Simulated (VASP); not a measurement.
Here is a VASP 6.6.1 calculation.

INCAR

```
SYSTEM = InSb
ALGO = Normal
EDIFF = 1E-7
ENCUT = 520
GGA = PS
ISIF = 2
ISMEAR = 0
LASPH = .True.
LCHARG = .False.
LREAL = .False.
LWAVE = .False.
NBANDS = 16
NELM = 60
PREC = Accurate
SIGMA = 0.15
```

File KPOINTS:

```
k-points
0
Gamma
  12 12 12
  0 0 0
```

The input POSCAR:

```
InSb
1.0
    0.0000000000      2.9799720000      3.2391000000
    2.9799720000      0.0000000000      3.2391000000
    2.9799720000      2.9799720000      0.0000000000
In Sb
1 1
Direct
    0.0000000000      0.0000000000      0.0000000000
    0.7500000000      0.7500000000      0.7500000000
```

Potentials or basis: VASP PAW PBE potentials, release 64 (In_d, Sb).

Launch:

```sh
$ cat potpaw_PBE.64/In_d/POTCAR potpaw_PBE.64/Sb/POTCAR > POTCAR
$ mpirun -np 1 vasp_std > vasp.out
```

Question: Predict the band gap on the k mesh.

Answer: 0.47 eV, indirect (least direct gap 0.51 eV).

Question: Predict the pressure.

Answer: 12.2 GPa.

Stress tensor (GPa, compression positive):
```
13.00  0.00  0.00
 0.00 13.00  0.00
 0.00  0.00 10.69
```

Caveat: the cell differs from its parent crystal (strain -0.080 along x and y, +0.000 along z); the PAW data sets were made with another functional, which shifts forces and pressure a little; spin-orbit coupling is left out, which moves the levels of the heavy elements. A k mesh can miss the band edges.
